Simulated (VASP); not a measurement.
# InSb (Pmmn) in VASP: a series of runs, part 2 of 3

VASP 6.6.1.

## 4. Electric field gradients, LDA (volume scaled by 1.02)

INCAR reads:

```
ALGO = Normal
EDIFF = 1E-8
ENCUT = 520
GGA = CA
ISIF = 2
ISMEAR = -1
LASPH = True
LCHARG = False
LEFG = True
LREAL = False
LWAVE = False
NBANDS = 26
NELM = 60
PREC = Accurate
SIGMA = 0.08
```

KPOINTS reads:

```
k-points
0
Gamma
  6 6 11
```

POSCAR reads:

```
InSb
1.0
    5.3924778551      0.0000000000      0.0000000000
    0.0000000000      5.7498289170      0.0000000000
    0.0000000000      0.0000000000      3.0832853594
In Sb
2 2
Direct
    0.0000000000      0.0000000000      0.0000000000
    0.5000000000      0.5000000000      0.0000000000
    0.5000000000      0.0000000000      0.8350000000
    0.0000000000      0.5000000000      0.1650000000
```

Potentials or basis: VASP PAW LDA potentials, release 64 (In_d, Sb).

On the command line:

```
$ cat potpaw_LDA.64/In_d/POTCAR potpaw_LDA.64/Sb/POTCAR > POTCAR
$ mpirun -np 1 vasp_std > vasp.out
```

OUTCAR:

```text
EDIFF = 1E-8
   ENCUT = 520
   GGA = CA
   ISIF = 2
   ISMEAR = -1
   LASPH = True
   LREAL = False
   NELM = 60
   PREC = Accurate

 ion  position               nearest neighbor table
   1  0.000  0.000  0.000-   3 2.74   3 2.74   4 2.92   4 2.92   3 3.73   3 3.73   4 3.86   4 3.86
                             2 3.94   2 3.94   2 3.94   2 3.94
   2  0.500  0.500  0.000-   4 2.74   4 2.74   3 2.92   3 2.92   4 3.73   4 3.73   3 3.86   3 3.86
                             1 3.94   1 3.94   1 3.94   1 3.94
   3  0.500  0.000  0.835-   1 2.74   1 2.74   2 2.92   2 2.92   1 3.73   1 3.73   2 3.86   2 3.86

   4  0.000  0.500  0.165-   2 2.74   2 2.74   1 2.92   1 2.92   2 3.73   2 3.73   1 3.86   1 3.86

  LATTYP: Found a simple orthorhombic cell.
 ALAT       =     3.0832853594
 B/A-ratio  =     1.7489389487
 C/A-ratio  =     1.8648383937

  Lattice vectors:

 A1 = (   0.0000000000,   0.0000000000,   3.0832853594)
 A2 = (   5.3924778551,   0.0000000000,   0.0000000000)
 A3 = (   0.0000000000,   5.7498289170,   0.0000000000)

Analysis of symmetry for initial positions (statically):
=====================================================================
 Subroutine PRICEL returns:
 Original cell was already a primitive cell.

 Routine SETGRP: Setting up the symmetry group for a
 simple orthorhombic supercell.

 Subroutine GETGRP returns: Found  8 space group operations
 (whereof  4 operations were pure point group operations)
 out of a pool of  8 trial point group operations.

The static configuration has the point symmetry C_2v.
 The point group associated with its full space group is D_2h.

Analysis of symmetry for dynamics (positions and initial velocities):
[... 863 lines left out ...]
     25      16.1051      0.00000
     26      16.1051      0.00000

 [... further k-points ...]
[... 5 lines left out ...]
  --------------------------------------------------------------------------------------
  -------------------------------------------------------------------------------------
  Total       11.9769044      4.1343455      1.3118836      0.0000000      0.0000000      0.0000000
  in kB      200.7234687     69.2883678     21.9861348      0.0000000      0.0000000      0.0000000
  external PRESSURE =      97.3326571 kB  Pullay stress =       0.0000000 kB

 VOLUME and BASIS-vectors are now :
 -----------------------------------------------------------------------------
  energy-cutoff  :      520.00
  volume of cell :       95.60
      direct lattice vectors                 reciprocal lattice vectors
     5.392477855  0.000000000  0.000000000     0.185443506  0.000000000  0.000000000
     0.000000000  5.749828917  0.000000000     0.000000000  0.173918218  0.000000000
     0.000000000  0.000000000  3.083285359     0.000000000  0.000000000  0.324329371

 POSITION                                       TOTAL-FORCE (eV/Angst)
 -----------------------------------------------------------------------------------
      0.00000      0.00000      0.00000         0.000000      0.000000      0.234765
      2.69624      2.87491      0.00000         0.000000      0.000000     -0.234765
      2.69624      0.00000      2.57454         0.000000      0.000000     -0.563254
      0.00000      2.87491      0.50874         0.000000      0.000000      0.563254
 -----------------------------------------------------------------------------------
    total drift:                               -0.000000      0.000000     -0.000000

  FREE ENERGIE OF THE ION-ELECTRON SYSTEM (eV)
  ---------------------------------------------------
  free  energy   TOTEN  =       -15.6144129862 eV

  energy  without entropy=      -15.5841339876  energy(sigma->0) =      -15.59927349

 Electric field gradients (V/A^2)
---------------------------------------------------------------------
 ion       V_xx      V_yy      V_zz      V_xy      V_xz      V_yz
---------------------------------------------------------------------
   1     -83.763    12.307    71.456     0.000    -0.000    -0.000
   2     -83.763    12.307    71.456    -0.000    -0.000    -0.000
   3     -81.723   -73.806   155.529     0.000     0.000    -0.000
   4     -81.723   -73.806   155.529    -0.000     0.000    -0.000
---------------------------------------------------------------------

 Electric field gradients after diagonalization (V/A^2)
 (convention: |V_zz| > |V_xx| > |V_yy|)
----------------------------------------------------------------------
 ion       V_xx      V_yy      V_zz     asymmetry (V_yy - V_xx)/ V_zz
----------------------------------------------------------------------
   1      71.456    12.307   -83.763       0.706
   2      71.456    12.307   -83.763       0.706
   3     -81.723   -73.806   155.529       0.051
   4     -81.723   -73.806   155.529       0.051
----------------------------------------------------------------------

           NMR quadrupolar parameters

 Cq : quadrupolar parameter    Cq=e*Q*V_zz/h
 eta: asymmetry parameters     (V_yy - V_xx)/ V_zz
 Q  : nuclear electric quadrupole moment in mb (millibarn)
----------------------------------------------------------------------
 ion       Cq(MHz)       eta       Q (mb)
----------------------------------------------------------------------
   1      -0.203       0.706       1.000
   2      -0.203       0.706       1.000
   3       0.376       0.051       1.000
   4       0.376       0.051       1.000
----------------------------------------------------------------------
```

OSZICAR:

```text
N       E                     dE             d eps       ncg     rms          rms(c)
DAV:   1     0.300146676610E+03    0.30015E+03   -0.15767E+04  4992   0.156E+03
DAV:   2     0.110588174713E+02   -0.28909E+03   -0.28206E+03  5226   0.381E+02
DAV:   3    -0.147555625310E+02   -0.25814E+02   -0.25375E+02  6380   0.129E+02
DAV:   4    -0.157322633533E+02   -0.97670E+00   -0.97078E+00  5908   0.258E+01
DAV:   5    -0.157874596074E+02   -0.55196E-01   -0.55189E-01  7792   0.563E+00    0.680E+00
DAV:   6    -0.156480056338E+02    0.13945E+00   -0.22488E-01  6968   0.755E+00    0.370E+00
DAV:   7    -0.156171788052E+02    0.30827E-01   -0.92630E-02  7086   0.332E+00    0.685E-01
DAV:   8    -0.156146724950E+02    0.25063E-02   -0.12004E-02  6606   0.136E+00    0.428E-01
DAV:   9    -0.156144213321E+02    0.25116E-03   -0.93032E-04  6290   0.174E-01    0.115E-01
DAV:  10    -0.156144138159E+02    0.75162E-05   -0.49669E-05  6870   0.742E-02    0.429E-02
DAV:  11    -0.156144132032E+02    0.61273E-06   -0.62749E-06  6386   0.253E-02    0.219E-02
DAV:  12    -0.156144129915E+02    0.21171E-06   -0.69491E-07  6228   0.576E-03    0.501E-03
DAV:  13    -0.156144129919E+02   -0.45293E-09   -0.12065E-07  7008   0.381E-03    0.823E-04
DAV:  14    -0.156144129862E+02    0.57385E-08   -0.14484E-08  3758   0.844E-04
   1 F= -.15614413E+02 E0= -.15599273E+02  d E =-.302790E-01
```

stdout:

```text
POSCAR found type information on POSCAR InSb
 POSCAR found :  2 types and       4 ions
 scaLAPACK will be used
 LDA part: xc-table for (Slater(with rela. corr.)+CA(PZ))
 , standard interpolation
 POSCAR, INCAR and KPOINTS ok, starting setup
 FFT: planning ... GRIDC
 FFT: planning ... GRID_SOFT
 FFT: planning ... GRID
 WAVECAR not read
 entering main loop
ion   1

ion   2

ion   3

ion   4
```

It took 74 s on 1 thread of Intel Xeon 6975P-C (Granite Rapids), shared host; peak memory 0.32 GiB.

Results:

| Property | Result |
| --- | --- |
| Free energy | -15.6144 eV |
| Pressure | 9.7 GPa |
| Largest force | 0.563 eV/Å |
| Band gap on the k mesh | zero (band 18 reaches 10.69 eV, above the bottom of band 19 at 7.49 eV) |

Forces in eV/Å, atoms in the order of the input:
```
In   0.000  0.000  0.235
In   0.000  0.000 -0.235
Sb   0.000  0.000 -0.563
Sb   0.000  0.000  0.563
```

Stress tensor (GPa, compression positive):
```
20.07  0.00  0.00
 0.00  6.93  0.00
 0.00  0.00  2.20
```

Levels at points of the mesh, in eV from the Fermi level:
```csv
k point,band 16,band 17,band 18,band 19,band 20,band 21
"(0.00, 0.00, 0.00)",-2.89,-2.77,-2.14,3.17,4.20,4.23
"(0.50, 0.00, 0.00)",-4.33,0.97,0.97,4.18,4.18,4.57
"(0.00, 0.50, 0.00)",-4.52,-0.36,-0.36,3.76,3.76,4.42
"(0.50, 0.50, 0.00)",-0.40,1.32,1.32,2.39,2.39,2.66
```

Electric field gradients, principal values (V/Å²):
| atom | least | middle | greatest (by size) |
| --- | --- | --- | --- |
| 1 In | 12.307 | 71.456 | -83.763 |
| 2 In | 12.307 | 71.456 | -83.763 |
| 3 Sb | -73.806 | -81.723 | 155.529 |
| 4 Sb | -73.806 | -81.723 | 155.529 |

Caveat: without QUAD_EFG the Cq values of the log hold for a quadrupole moment of 1 mb, not for the nuclei; spin-orbit coupling is left out, which moves the levels of the heavy elements.

## 5. Electric field gradients, LDA (volume scaled by 1.02)

INCAR reads:

```
PREC = Accurate
ENCUT = 520
EDIFF = 1E-8
ISMEAR = -1
SIGMA = 0.08
LREAL = F
LASPH = T
NELM = 100
ALGO = Normal
ISIF = 2
LWAVE = F
LCHARG = F
LEFG = T
NBANDS = 26
```

KPOINTS reads:

```
Automatic mesh
0
Gamma
  6 6 11
```

POSCAR is that of step 4.

Potentials or basis: VASP PAW LDA potentials, release 64 (In_d, Sb).

On the command line:

```
$ cat potpaw_LDA.64/In_d/POTCAR potpaw_LDA.64/Sb/POTCAR > POTCAR
$ mpirun -np 1 vasp_std > vasp.out
```

OUTCAR:

```text
PREC = Accurate
   ENCUT = 520
   EDIFF = 1E-8
   ISMEAR = -1
   LREAL = F
   LASPH = T
   NELM = 100
   ISIF = 2

 ion  position               nearest neighbor table
   1  0.000  0.000  0.000-   3 2.74   3 2.74   4 2.92   4 2.92   3 3.73   3 3.73   4 3.86   4 3.86
                             2 3.94   2 3.94   2 3.94   2 3.94
   2  0.500  0.500  0.000-   4 2.74   4 2.74   3 2.92   3 2.92   4 3.73   4 3.73   3 3.86   3 3.86
                             1 3.94   1 3.94   1 3.94   1 3.94
   3  0.500  0.000  0.835-   1 2.74   1 2.74   2 2.92   2 2.92   1 3.73   1 3.73   2 3.86   2 3.86

   4  0.000  0.500  0.165-   2 2.74   2 2.74   1 2.92   1 2.92   2 3.73   2 3.73   1 3.86   1 3.86

  LATTYP: Found a simple orthorhombic cell.
 ALAT       =     3.0832853594
 B/A-ratio  =     1.7489389487
 C/A-ratio  =     1.8648383937

  Lattice vectors:

 A1 = (   0.0000000000,   0.0000000000,   3.0832853594)
 A2 = (   5.3924778551,   0.0000000000,   0.0000000000)
 A3 = (   0.0000000000,   5.7498289170,   0.0000000000)

Analysis of symmetry for initial positions (statically):
=====================================================================
 Subroutine PRICEL returns:
 Original cell was already a primitive cell.

 Routine SETGRP: Setting up the symmetry group for a
 simple orthorhombic supercell.

 Subroutine GETGRP returns: Found  8 space group operations
 (whereof  4 operations were pure point group operations)
 out of a pool of  8 trial point group operations.

The static configuration has the point symmetry C_2v.
 The point group associated with its full space group is D_2h.

Analysis of symmetry for dynamics (positions and initial velocities):
[... 177 lines left out ...]
      6      -5.6101      2.00000
[... 685 lines left out ...]
     25      16.1051      0.00000
     26      16.1051      0.00000

 [... further k-points ...]
[... 5 lines left out ...]
  --------------------------------------------------------------------------------------
  -------------------------------------------------------------------------------------
  Total       11.9769044      4.1343455      1.3118836      0.0000000      0.0000000      0.0000000
  in kB      200.7234687     69.2883678     21.9861348      0.0000000      0.0000000      0.0000000
  external PRESSURE =      97.3326571 kB  Pullay stress =       0.0000000 kB

 VOLUME and BASIS-vectors are now :
 -----------------------------------------------------------------------------
  energy-cutoff  :      520.00
  volume of cell :       95.60
      direct lattice vectors                 reciprocal lattice vectors
     5.392477855  0.000000000  0.000000000     0.185443506  0.000000000  0.000000000
     0.000000000  5.749828917  0.000000000     0.000000000  0.173918218  0.000000000
     0.000000000  0.000000000  3.083285359     0.000000000  0.000000000  0.324329371

 POSITION                                       TOTAL-FORCE (eV/Angst)
 -----------------------------------------------------------------------------------
      0.00000      0.00000      0.00000         0.000000      0.000000      0.234765
      2.69624      2.87491      0.00000         0.000000      0.000000     -0.234765
      2.69624      0.00000      2.57454         0.000000      0.000000     -0.563254
      0.00000      2.87491      0.50874         0.000000      0.000000      0.563254
 -----------------------------------------------------------------------------------
    total drift:                               -0.000000      0.000000     -0.000000

  FREE ENERGIE OF THE ION-ELECTRON SYSTEM (eV)
  ---------------------------------------------------
  free  energy   TOTEN  =       -15.6144129862 eV

  energy  without entropy=      -15.5841339876  energy(sigma->0) =      -15.59927349

 Electric field gradients (V/A^2)
---------------------------------------------------------------------
 ion       V_xx      V_yy      V_zz      V_xy      V_xz      V_yz
---------------------------------------------------------------------
   1     -83.763    12.307    71.456     0.000    -0.000    -0.000
   2     -83.763    12.307    71.456    -0.000    -0.000    -0.000
   3     -81.723   -73.806   155.529     0.000     0.000    -0.000
   4     -81.723   -73.806   155.529    -0.000     0.000    -0.000
---------------------------------------------------------------------

 Electric field gradients after diagonalization (V/A^2)
 (convention: |V_zz| > |V_xx| > |V_yy|)
----------------------------------------------------------------------
 ion       V_xx      V_yy      V_zz     asymmetry (V_yy - V_xx)/ V_zz
----------------------------------------------------------------------
   1      71.456    12.307   -83.763       0.706
   2      71.456    12.307   -83.763       0.706
   3     -81.723   -73.806   155.529       0.051
   4     -81.723   -73.806   155.529       0.051
----------------------------------------------------------------------

           NMR quadrupolar parameters

 Cq : quadrupolar parameter    Cq=e*Q*V_zz/h
 eta: asymmetry parameters     (V_yy - V_xx)/ V_zz
 Q  : nuclear electric quadrupole moment in mb (millibarn)
----------------------------------------------------------------------
 ion       Cq(MHz)       eta       Q (mb)
----------------------------------------------------------------------
   1      -0.203       0.706       1.000
   2      -0.203       0.706       1.000
   3       0.376       0.051       1.000
   4       0.376       0.051       1.000
----------------------------------------------------------------------
```

OSZICAR:

```text
N       E                     dE             d eps       ncg     rms          rms(c)
DAV:   1     0.300146676610E+03    0.30015E+03   -0.15767E+04  4992   0.156E+03
DAV:   2     0.110588174713E+02   -0.28909E+03   -0.28206E+03  5226   0.381E+02
DAV:   3    -0.147555625310E+02   -0.25814E+02   -0.25375E+02  6380   0.129E+02
DAV:   4    -0.157322633533E+02   -0.97670E+00   -0.97078E+00  5908   0.258E+01
DAV:   5    -0.157874596074E+02   -0.55196E-01   -0.55189E-01  7792   0.563E+00    0.680E+00
DAV:   6    -0.156480056338E+02    0.13945E+00   -0.22488E-01  6968   0.755E+00    0.370E+00
DAV:   7    -0.156171788052E+02    0.30827E-01   -0.92630E-02  7086   0.332E+00    0.685E-01
DAV:   8    -0.156146724950E+02    0.25063E-02   -0.12004E-02  6606   0.136E+00    0.428E-01
DAV:   9    -0.156144213321E+02    0.25116E-03   -0.93032E-04  6290   0.174E-01    0.115E-01
DAV:  10    -0.156144138159E+02    0.75162E-05   -0.49669E-05  6870   0.742E-02    0.429E-02
DAV:  11    -0.156144132032E+02    0.61273E-06   -0.62749E-06  6386   0.253E-02    0.219E-02
DAV:  12    -0.156144129915E+02    0.21171E-06   -0.69491E-07  6228   0.576E-03    0.501E-03
DAV:  13    -0.156144129919E+02   -0.45293E-09   -0.12065E-07  7008   0.381E-03    0.823E-04
DAV:  14    -0.156144129862E+02    0.57385E-08   -0.14484E-08  3758   0.844E-04
   1 F= -.15614413E+02 E0= -.15599273E+02  d E =-.302790E-01
```

stdout:

```text
POSCAR found type information on POSCAR InSb
 POSCAR found :  2 types and       4 ions
 scaLAPACK will be used
 LDA part: xc-table for (Slater(with rela. corr.)+CA(PZ))
 , standard interpolation
 POSCAR, INCAR and KPOINTS ok, starting setup
 FFT: planning ... GRIDC
 FFT: planning ... GRID_SOFT
 FFT: planning ... GRID
 WAVECAR not read
 entering main loop
ion   1

ion   2

ion   3

ion   4
```

Wall time 71 s (1 thread of Intel Xeon 6975P-C (Granite Rapids), shared host); peak memory 0.32 GiB.

What came out:

```yaml
Free_energy: -15.6144 eV
Pressure: 9.7 GPa
Largest_force: 0.563 eV/Å
Band_gap_on_the_k_mesh: zero (band 18 reaches 10.69 eV, above the bottom of band 19 at 7.49 eV)
```

Forces on the atoms (eV/Å):
```
In   0.000  0.000  0.235
In   0.000  0.000 -0.235
Sb   0.000  0.000 -0.563
Sb   0.000  0.000  0.563
```

Electric field gradients, principal values (V/Å²):
```tsv
atom	least	middle	greatest (by size)
1 In	12.307	71.456	-83.763
2 In	12.307	71.456	-83.763
3 Sb	-73.806	-81.723	155.529
4 Sb	-73.806	-81.723	155.529
```

Caveat: without QUAD_EFG the Cq values of the log hold for a quadrupole moment of 1 mb, not for the nuclei; spin-orbit coupling is left out, which moves the levels of the heavy elements.

(Part 2 of 3 ends here.)
